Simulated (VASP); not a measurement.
Set up this calculation in VASP 6.6.1, as the native input.

```
Task                   : relaxation of cell and atoms
Functional             : PBEsol
Potentials or basis    : VASP PAW PBE potentials, release 64 (Os)
Cutoff                 : 600 eV
k mesh                 : 11 × 11 × 6
Occupations            : fermi-dirac, width 0.05 eV
Spin                   : no spin polarisation
Target pressure        : 10 GPa
Dipole correction      : no
Further INCAR settings : ALGO = Normal; EDIFF = 1e-06; IBRION = 2; EDIFFG = -0.02; NSW = 80; ISIF = 3
```

The structure of Os lies in POSCAR:

```
Os
1.0
    2.7341000000      0.0000000000      0.0000000000
   -1.3670500000      2.3678000565      0.0000000000
    0.0000000000      0.0000000000      4.3197000000
Os
2
Direct
    0.6666666667      0.3333333333      0.7500000000
    0.3333333333      0.6666666667      0.2500000000
```

These files were run (other wordings do the same):

INCAR

```
ALGO     = Normal         # electronic algorithm
EDIFF    = 1E-6           # SCF threshold, eV
EDIFFG   = -0.02          # ionic threshold
ENCUT    = 600            # plane-wave cutoff, eV
GGA      = PS             # functional
IBRION   = 2              # ionic algorithm
ISIF     = 3              # what is computed and relaxed
ISMEAR   = -1             # smearing method
LASPH    = True           # aspherical terms in the spheres
LCHARG   = False          # write CHGCAR
LREAL    = False          # projectors in reciprocal space
LWAVE    = False          # write WAVECAR
NELM     = 60             # most SCF steps
NSW      = 80             # ionic steps
PREC     = Accurate       # precision mode
PSTRESS  = 100.0        
SIGMA    = 0.05           # smearing width, eV
```

KPOINTS

```
k-points
0
Gamma
  11 11 6
```

Potentials or basis: VASP PAW PBE potentials, release 64 (Os).

Launch:

```sh
$ cat potpaw_PBE.64/Os/POTCAR > POTCAR
$ mpirun -np 1 vasp_std > vasp.out
```

It gave:

| Item | Value |
| --- | --- |
| Relaxed volume | 13.62 Å³/atom |
| Relaxed cell | a = 2.709 Å, b = 2.709 Å, c = 4.285 Å, α = 90.00°, β = 90.00°, γ = 120.00° |
| Space group after relaxing (to 0.05 Å) | P6_3/mmc (No. 194) |
| Energy change on relaxing (the enthalpy is what falls) | +8.8 meV/atom |
| Ionic steps | 7 |
| Pressure after relaxing | 10.1 GPa |
| Band gap on the k mesh | zero (band 8 reaches 11.93 eV, above the bottom of band 9 at 7.87 eV) |

Caveat: the cell is relaxed towards a set pressure, so the enthalpy falls and the energy may rise; the PAW data sets were made with another functional, which shifts forces and pressure a little; spin-orbit coupling is left out, which moves the levels of the heavy elements.

It took 53 s on 1 thread of Intel(R) Xeon(R) Platinum 8375C CPU @ 2.90GHz (Ice Lake) (shared host), peak memory 0.17 GiB.
